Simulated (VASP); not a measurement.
# HfO2 (P1) in VASP: single point with PBE

Aim: the single point of HfO2 with PBE.

Everything below comes from runs of VASP 6.6.1. Logs are shortened: lines on timing, memory, paths and dates and some standing lists are left out, and cuts for length are marked.

**1. The cell of the first run**

The typed cell holds 6 atoms: a = 3.270 Å, b = 3.768 Å, c = 5.100 Å, α = 93.40°, β = 88.24°, γ = 92.77°.

**2. Single point, PBE (atoms moved at random and the cell strained at random)**

The input, INCAR:

```
PREC = Accurate
ENCUT = 520
EDIFF = 1E-6
ISMEAR = 0
SIGMA = 0.05
LREAL = F
LASPH = T
NELM = 80
ALGO = Normal
ISIF = 2
LWAVE = F
LCHARG = T
GGA = PE
LELF = T
LVHAR = T
NBANDS = 31
```

The input, KPOINTS:

```
regular mesh
0
Gamma
  6 6 4
```

The input, POSCAR:

```
HfO2
1.0
    3.2682939989     -0.0838726227      0.0504601955
   -0.0838726227      3.7658479851     -0.1069689044
    0.0736954373     -0.1562245273      5.0971821701
Hf O
2 4
Direct
    0.4827958670      0.5117543688      0.4959986470
    0.0002401543     -0.0049061175      0.0016973873
   -0.0061557403      0.5051244757      0.6939764980
    0.5026199197      0.0016522567      0.8121380843
    0.5191350163     -0.0096462039      0.3060803337
    0.0013647831      0.4960212203      0.1901090496
```

Potentials or basis: VASP PAW PBE potentials, release 64 (Hf_pv, O).

Launch:

```console
$ cat potpaw_PBE.64/Hf_pv/POTCAR potpaw_PBE.64/O/POTCAR > POTCAR
$ mpirun -np 1 vasp_std > vasp.out
```

OUTCAR:

```text
PREC = Accurate
   ENCUT = 520
   EDIFF = 1E-6
   ISMEAR = 0
   LREAL = F
   LASPH = T
   NELM = 80
   ISIF = 2
   GGA = PE

 ion  position               nearest neighbor table
   1  0.483  0.512  0.496-   3 1.86   3 1.98   5 2.09   5 2.15   6 2.25   6 2.27   4 2.38   4 2.59
                             2 3.45   2 3.46   2 3.50   2 3.53   2 3.54   2 3.60   2 3.64   2 3.81
   2  0.000  0.995  0.002-   4 1.88   4 1.92   6 2.07   6 2.16   5 2.18   5 2.34   3 2.35   3 2.55
                             1 3.45   1 3.46   1 3.50   1 3.53   1 3.54   1 3.60   1 3.64   1 3.81
   3  0.994  0.505  0.694-   1 1.86   1 1.98   2 2.35   2 2.55
   4  0.503  0.002  0.812-   2 1.88   2 1.92   1 2.38   1 2.59
   5  0.519  0.990  0.306-   1 2.09   1 2.15   2 2.18   2 2.34
   6  0.001  0.496  0.190-   2 2.07   2 2.16   1 2.25   1 2.27

  LATTYP: Found a triclinic cell.
 ALAT       =     3.7683004140
 B/A-ratio  =     1.6343900620
 C/A-ratio  =     0.8677013606
 COS(alpha) =     0.0041813164
 COS(beta)  =     0.0483198244
 COS(gamma) =     0.5627403274

  Lattice vectors:

 A1 = (   0.0838726227,  -3.7658479851,   0.1069689044)
 A2 = (   0.0101771854,  -3.6096234578,  -4.9902132657)
 A3 = (   3.2682939989,  -0.0838726227,   0.0504601955)

Analysis of symmetry for initial positions (statically):
=====================================================================
 Subroutine PRICEL returns:
 Original cell was already a primitive cell.

 Routine SETGRP: Setting up the symmetry group for a
 triclinic supercell.

 Subroutine GETGRP returns: Found  1 space group operations
 (whereof  1 operations were pure point group operations)
 out of a pool of  2 trial point group operations.

The static configuration has the point symmetry C_1 .

Analysis of symmetry for dynamics (positions and initial velocities):
=====================================================================
 Subroutine PRICEL returns:
 Original cell was already a primitive cell.

 Routine SETGRP: Setting up the symmetry group for a
 triclinic supercell.

 Subroutine GETGRP returns: Found  1 space group operations
 (whereof  1 operations were pure point group operations)
 out of a pool of  2 trial point group operations.

The dynamic configuration has the point symmetry C_1 .

 Subroutine INISYM returns: Found  1 space group operations
 (whereof  1 operations are pure point group operations),
 and found     1 'primitive' translations

----------------------------------------------------------------------------------------

                                     Primitive cell

  volume of cell :      62.6324

  direct lattice vectors                    reciprocal lattice vectors
     3.268293999 -0.083872623  0.050460195     0.306207144  0.006699897 -0.004221819
    -0.083872623  3.765847985 -0.106968904     0.006699897  0.265922419  0.008053440
     0.073695437 -0.156224527  5.097182170    -0.002890733  0.005514292  0.196397631

  length of vectors
     3.269759397  3.768300414  5.100108155     0.306309529  0.266128690  0.196496293

  position of ions in fractional coordinates (direct lattice)
     0.482795867  0.511754369  0.495998647
     0.000240154  0.995093883  0.001697387
     0.993844260  0.505124476  0.693976498
     0.502619920  0.001652257  0.812138084
     0.519135016  0.990353796  0.306080334
     0.001364783  0.496021220  0.190109050

  ion indices of the primitive-cell ions
   primitive index   ion index
                 1           1
                 2           2
                 3           3
                 4           4
                 5           5
                 6           6

----------------------------------------------------------------------------------------

 KPOINTS: regular mesh

Automatic generation of k-mesh.
 Grid dimensions read from file:
 generate k-points for:    6    6    4

 Generating k-lattice:

  Cartesian coordinates                     Fractional coordinates (reciprocal lattice)
     0.051034524  0.001116649 -0.000703637     0.166666667  0.000000000 -0.000000000
     0.001116649  0.044320403  0.001342240     0.000000000  0.166666667 -0.000000000
    -0.000722683  0.001378573  0.049099408     0.000000000 -0.000000000  0.250000000

  Length of vectors
     0.051051588  0.044354782  0.049124073

  Shift w.r.t. Gamma in fractional coordinates (k-lattice)
     0.000000000  0.000000000  0.000000000

 Subroutine IBZKPT returns following result:
 ===========================================

 Found     76 irreducible k-points:

 Following reciprocal coordinates:
            Coordinates               Weight
  0.000000  0.000000  0.000000      1.000000
  0.166667  0.000000  0.000000      2.000000
  0.333333  0.000000 -0.000000      2.000000
  0.500000  0.000000  0.000000      1.000000
 -0.000000  0.166667 -0.000000      2.000000
  0.166667  0.166667 -0.000000      2.000000
[... 16 lines left out ...]
  0.333333  0.000000  0.250000      2.000000
  0.500000  0.000000  0.250000      2.000000
 [... further k-points ...]
   k-points           NKPTS =     76   k-points in BZ     NKDIM =     76   number of bands    NBANDS=     31
   number of dos      NEDOS =    301   number of ions     NIONS =      6
   total plane-waves  NPLWV =  26880
   dimension x,y,z NGX =    24 NGY =   28 NGZ =   40
   dimension x,y,z NGXF=    48 NGYF=   56 NGZF=   80
   ions per type =               2   4
   NGX,Y,Z   is equivalent  to a cutoff of  12.20, 12.35, 13.04 a.u.
   NGXF,Y,Z  is equivalent  to a cutoff of  24.40, 24.71, 26.08 a.u.
 SYSTEM =  unknown system
   PREC   = accura    normal or accurate (medium, high low for compatibility)
   ISTART =      0    job   : 0-new  1-cont  2-samecut
   ICHARG =      2    charge: 1-file 2-atom 10-const
   ISPIN  =      1    spin polarized calculation?
   LNONCOLLINEAR =      F non collinear calculations
   LSORBIT =      F    spin-orbit coupling
   LASPH  =      T    aspherical Exc in radial PAW
   ENCUT  =  520.0 eV  38.22 Ry    6.18 a.u.   6.08  7.01  9.48*2*pi/ulx,y,z
   NELM   =     80;   NELMIN=  2; NELMDL= -5     # of ELM steps
   EDIFF  = 0.1E-05   stopping-criterion for ELM
   LREAL  =      F    real-space projection
   EDIFFG = 0.1E-04   stopping-criterion for IOM
   NSW    =      0    number of steps for IOM
   IBRION =     -1    ionic relax: 0-MD 1-quasi-New 2-CG
   NFREE  =      0    steps in history (QN), initial steepest desc. (CG)
   ISIF   =      2    stress and relaxation
   ISYM   =      2    0-nonsym 1-usesym 2-fastsym
   POTIM  = 0.5000    time-step for ionic-motion
   TEBEG  =    0.0;   TEEND  =   0.0 temperature during run
   PSTRESS=    0.0 pullay stress
   NELECT =      44.0000    total number of electrons
   NUPDOWN=      -1.0000    fix difference up-down
   EMIN   =  10.00;   EMAX   =-10.00  energy-range for DOS
   EFERMI =   0.00;   METHOD = LEGACY
   ISMEAR =     0;   SIGMA  =   0.05  broadening in eV -4-tet -1-fermi 0-gaus
   EFERMI_NEDOS =   21; number of points for ismear=-14 and -15
   IALGO  =     38    algorithm
   IMIX   =      4    mixing-type and parameters
     AMIX     =   0.40;   BMIX     =  1.00
     AMIX_MAG =   1.60;   BMIX_MAG =  1.00
  volume/ion in A,a.u.               =      10.44        70.44
  Fermi-wavevector in a.u.,A,eV,Ry     =   1.455323  2.750161 28.816647  2.117964
  Thomas-Fermi vector in A             =   2.572371
   LORBIT       =      0    0 simple, 1 ext, 2 COOP (PROOUT), +10 PAW based schemes
   GGA     = PE    functional components
   LHFCALC =     F    Hartree Fock is set to
   AEXX    =    0.0000 exact exchange contribution
   IVDW    =     0    specifies the selected vdW correction
   LEPSILON=     F    determine dielectric tensor
   LRPA    =     F    only Hartree local field effects (RPA)
 non-spin polarized calculation
 Gauss-broadening in eV      SIGMA  =   0.05
  energy-cutoff  :      520.00
  volume of cell :       62.63
 maximum number of plane-waves:      1705
   NGX = 13   NGY = 13   NGZ = 19

 number of electron      43.9999998 magnetization

 Free energy of the ion-electron system (eV)
  ---------------------------------------------------
  ext. energy  EPLUGINS =         0.00000000
  ---------------------------------------------------
  free energy    TOTEN  =       -59.51495837 eV

  energy without entropy =      -59.51495837  energy(sigma->0) =      -59.51495837

 E-fermi :   4.4142     XC(G=0): -12.0194

 val. band max:        4.0858019468   @ k =   0.0000   0.0000   0.5000
 cond. band min:       8.8208225328   @ k =   0.0000   0.0000   0.0000
 fundamental gap:      4.7350205860
 Fermi energy:         4.4141907192

 k-point     1 :       0.0000    0.0000    0.0000
  band No.  band energies     occupation
      1     -25.3580      2.00000
      2     -24.9155      2.00000
      3     -24.8383      2.00000
      4     -24.8071      2.00000
      5     -24.7125      2.00000
      6     -24.6642      2.00000
[... 23 lines left out ...]
     30      14.2853      0.00000
     31      15.0508      0.00000

 k-point     2 :       0.1667    0.0000    0.0000
  band No.  band energies     occupation
      1     -25.3147      2.00000
      2     -25.0652      2.00000
      3     -24.9264      2.00000
      4     -24.8561      2.00000
      5     -24.7697      2.00000
      6     -24.6683      2.00000
[... 23 lines left out ...]
     30      14.1625      0.00000
     31      14.5535      0.00000

 k-point     3 :       0.3333    0.0000   -0.0000
  band No.  band energies     occupation
      1     -25.4350      2.00000
      2     -25.3543      2.00000
      3     -25.0686      2.00000
      4     -24.8264      2.00000
      5     -24.7971      2.00000
      6     -24.6711      2.00000
[... 703 lines left out ...]
     30      13.6459      0.00000
     31      13.7780      0.00000

 k-point    24 :       0.5000    0.0000    0.2500
  band No.  band energies     occupation
      1     -25.6089      2.00000
      2     -25.5398      2.00000
      3     -24.9364      2.00000
      4     -24.8365      2.00000
      5     -24.8008      2.00000
      6     -24.6713      2.00000
[... 23 lines left out ...]
     30      13.2492      0.00000
     31      14.0218      0.00000

 [... further k-points ...]

------------------------ aborting loop because EDIFF is reached ----------------------------------------

  FORCE on cell =-STRESS in cart. coord.  units (eV):
  Direction    XX          YY          ZZ          XY          YZ          ZX
  --------------------------------------------------------------------------------------
  -------------------------------------------------------------------------------------
  Total       21.4542199      1.7292215     10.9616870      2.8151181      0.6058396     -3.4673797
  in kB      548.8124386     44.2345742    280.4068491     72.0124905     15.4977593    -88.6977547
  external PRESSURE =     291.1512873 kB  Pullay stress =       0.0000000 kB

 VOLUME and BASIS-vectors are now :
 -----------------------------------------------------------------------------
  energy-cutoff  :      520.00
  volume of cell :       62.63
      direct lattice vectors                 reciprocal lattice vectors
     3.268293999 -0.083872623  0.050460195     0.306207144  0.006699897 -0.004221819
    -0.083872623  3.765847985 -0.106968904     0.006699897  0.265922419  0.008053440
     0.073695437 -0.156224527  5.097182170    -0.002890733  0.005514292  0.196397631

 POSITION                                       TOTAL-FORCE (eV/Angst)
 -----------------------------------------------------------------------------------
      1.57155      1.80921      2.49782         1.940656      0.121455     -3.162235
     -0.08255      3.74709     -0.09778        -0.784607     -0.772848      3.306539
      3.25695      1.71045      3.53344        -1.640026     -0.181084      2.197662
      1.70242     -0.16281      4.16480         0.790201      0.134953     -3.020538
      1.63618      3.63816      1.48041        -0.758100      0.542219      1.097869
     -0.02313      1.83813      0.91603         0.451876      0.155306     -0.419297
 -----------------------------------------------------------------------------------
    total drift:                               -0.000253      0.000286     -0.000620

  FREE ENERGIE OF THE ION-ELECTRON SYSTEM (eV)
  ---------------------------------------------------
  free  energy   TOTEN  =       -59.5149583653 eV

  energy  without entropy=      -59.5149583653  energy(sigma->0) =      -59.51495837
```

It took 54 s on 1 thread of Intel Xeon 6975P-C (Granite Rapids), shared host; peak memory 0.25 GiB.

What came out:

* Free energy: -59.5150 eV
* Pressure: 29.1 GPa
* Largest force: 3.712 eV/Å
* Band gap on the k mesh: 4.74 eV, indirect (least direct gap 4.84 eV)

Forces in eV/Å, atoms in the order of the input:
```
Hf   1.941  0.121 -3.162
Hf  -0.785 -0.773  3.307
O   -1.640 -0.181  2.198
O    0.790  0.135 -3.021
O   -0.758  0.542  1.098
O    0.452  0.155 -0.419
```

Caveat: the cell differs from its parent crystal (atoms moved at random and the cell strained at random); spin-orbit coupling is left out, which moves the levels of the heavy elements; forces of over 1 eV/Å act on the atoms, so gaps and moduli don't describe the material at rest. A k mesh can miss the band edges.
